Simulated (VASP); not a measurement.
Set up this calculation in VASP 6.6.1, as the native input.

* Task: single point
* Functional: r2SCAN
* Potentials or basis: VASP PAW PBE potentials, release 64 (Ta_sv_GW, N)
* Cutoff: 660 eV
* k mesh: 10 × 10 × 10
* Occupations: fermi-dirac, width 0.05 eV
* Spin: no spin polarisation
* Dipole correction: no
* Second run: valence_matched
* Further INCAR settings: ALGO = Normal; EDIFF = 1e-06; NBANDS = 16

TaN:

```
CELL_PARAMETERS angstrom
0.00000 2.21132 2.21132
2.21132 0.00000 2.21132
2.21132 2.21132 0.00000
ATOMIC_POSITIONS crystal
Ta 0.50000 0.50000 0.50000
N 0.00000 0.00000 0.00000
```

These files were run (other wordings do the same):

POSCAR

```
TaN
1.0
    0.0000000000      2.2113230000      2.2113230000
    2.2113230000      0.0000000000      2.2113230000
    2.2113230000      2.2113230000      0.0000000000
Ta N
1 1
Direct
    0.5000000000      0.5000000000      0.5000000000
    0.0000000000      0.0000000000      0.0000000000
```

INCAR.step1

```
SYSTEM = TaN
PREC = Accurate
ENCUT = 660
ISMEAR = -1
SIGMA = 0.05
LREAL = .FALSE.
LASPH = .TRUE.
NELM = 120
NBANDS = 16
GGA = PE
ALGO = Normal
EDIFF = 1E-5
LWAVE = .TRUE.
LCHARG = .FALSE.
GGA_COMPAT = .FALSE.
```

INCAR.step2

```
SYSTEM = TaN
PREC = Accurate
ENCUT = 660
EDIFF = 1E-6
ISMEAR = -1
SIGMA = 0.05
LREAL = .FALSE.
LASPH = .TRUE.
NELM = 120
ALGO = Normal
ISIF = 2
LWAVE = .FALSE.
LCHARG = .FALSE.
METAGGA = R2SCAN
LMIXTAU = .TRUE.
NBANDS = 16
ISTART = 1
GGA_COMPAT = .FALSE.
```

KPOINTS

```
Automatic mesh
0
G
  10 10 10
  0 0 0
```

Potentials or basis: VASP PAW PBE potentials, release 64 (Ta_sv_GW, N).

The run is started by

```console
$ cat potpaw_PBE.64/Ta_sv_GW/POTCAR potpaw_PBE.64/N/POTCAR > POTCAR
$ cp INCAR.step1 INCAR
$ mpirun -np 1 vasp_std > vasp.out
$ cp INCAR.step2 INCAR
$ mpirun -np 1 vasp_std > vasp.out
```

Results of the run:

- Pressure: -6.2 GPa
- Band gap on the k mesh: zero (band 9 reaches 15.48 eV, above the bottom of band 10 at 11.50 eV)

Caveat: the PAW data sets were made with another functional, which shifts forces and pressure a little; spin-orbit coupling is left out, which moves the levels of the heavy elements.

Wall time 120 s on 1 thread of Intel(R) Xeon(R) Platinum 8375C CPU @ 2.90GHz (Ice Lake), on a shared host, peak memory 0.19 GiB.
